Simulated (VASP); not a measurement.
**AlN: single point with PBE**

Crystal: AlN.

```
Al N
1.0
     3.35705    0.00000    0.00000
    -1.67853    2.90729    0.00000
     0.00000    0.00000    4.24266
Al N
2 2
Cartesian
  0.0000 1.9382 3.1820
  1.6785 0.9691 1.0607
  0.0000 1.9382 1.0607
  1.6785 0.9691 3.1820
```

This cell differs from its parent crystal: volume 10.352 Å^3 an atom, c/a of the conventional cell 1.2638.

| Property | Result |
| --- | --- |
| Program | VASP 6.6.1 |
| Task | single point |
| Functional | PBE |
| Potentials or basis | VASP PAW PBE potentials, release 64 (Al, N) |
| Cutoff | 520 eV |
| k mesh | 9 × 9 × 6 |
| Occupations | gaussian, width 0.05 eV |
| Spin | no spin polarisation |
| Dipole correction | no |
| Further INCAR settings | ALGO = Normal; EDIFF = 1e-06; NBANDS = 16 |

```json
{
 "Pressure": "-7.7 GPa",
 "Band gap on the k mesh": "2.97 eV, direct"
}
```

Stress tensor (GPa, compression positive):
```
-8.21  0.00  0.00
 0.00 -8.21  0.00
 0.00  0.00 -6.58
```

Levels at points of the mesh, in eV from the valence-band top:
| k point | band 4 | band 5 | band 6 | band 7 | band 8 | band 9 | band 10 | band 11 | band 12 | band 13 |
| --- | --- | --- | --- | --- | --- | --- | --- | --- | --- | --- |
| (0.00, 0.00, 0.00) | -3.15 | -3.15 | -1.53 | -1.53 | 0.00 | 2.97 | 4.08 | 8.03 | 8.03 | 10.91 |
| (0.00, 0.00, 0.50) | -3.66 | -2.38 | -2.38 | -2.38 | -2.38 | 5.41 | 5.41 | 8.24 | 8.24 | 8.24 |

Run time: 12 s on 1 thread of Intel(R) Xeon(R) 6975P-C (Granite Rapids), on a shared host, peak memory 0.17 GiB.
